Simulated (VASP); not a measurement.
A run of VASP 6.6.1 is set up as follows.

File INCAR:

```
PREC = Accurate
ENCUT = 520
EDIFF = 1E-8
ISMEAR = -1
SIGMA = 0.05
LREAL = F
LASPH = T
NELM = 60
ALGO = Normal
ISIF = 2
LWAVE = F
LCHARG = F
GGA = PS
LEFG = T
NBANDS = 18
```

File KPOINTS:

```
regular mesh
0
Gamma
  15 15 15
```

The input POSCAR:

```
Re
1.0
    1.3556718956      0.7826975339      6.5618634312
   -1.3556718956      0.7826975339      6.5618634312
    0.0000000000     -1.5653950678      6.5618634312
Re
3
Direct
    0.0000000000      0.0000000000      0.0000000000
    0.2221738800      0.2221738800      0.2221738800
    0.7778261200      0.7778261200      0.7778261200
```

Potentials or basis: VASP PAW PBE potentials, release 64 (Re).

The run is started by

```sh
$ cat potpaw_PBE.64/Re/POTCAR > POTCAR
$ mpirun -np 1 vasp_std > vasp.out
```

Question: Predict the pressure.

Answer: 19.8 GPa.

Question: What does it give for the largest force?

Answer: 0.053 eV/Å.

Question: Estimate the band gap on the k mesh.

Answer: Zero (an odd number of electrons rules out a gap without spin polarisation).

Forces in eV/Å, atoms in the order of the input:
```
Re   0.000  0.000  0.000
Re   0.000  0.000 -0.053
Re   0.000  0.000  0.053
```

Caveat: the cell stands under pressure; without QUAD_EFG the Cq values of the log hold for a quadrupole moment of 1 mb, not for the nuclei; the PAW data sets were made with another functional, which shifts forces and pressure a little; spin-orbit coupling is left out, which moves the levels of the heavy elements.
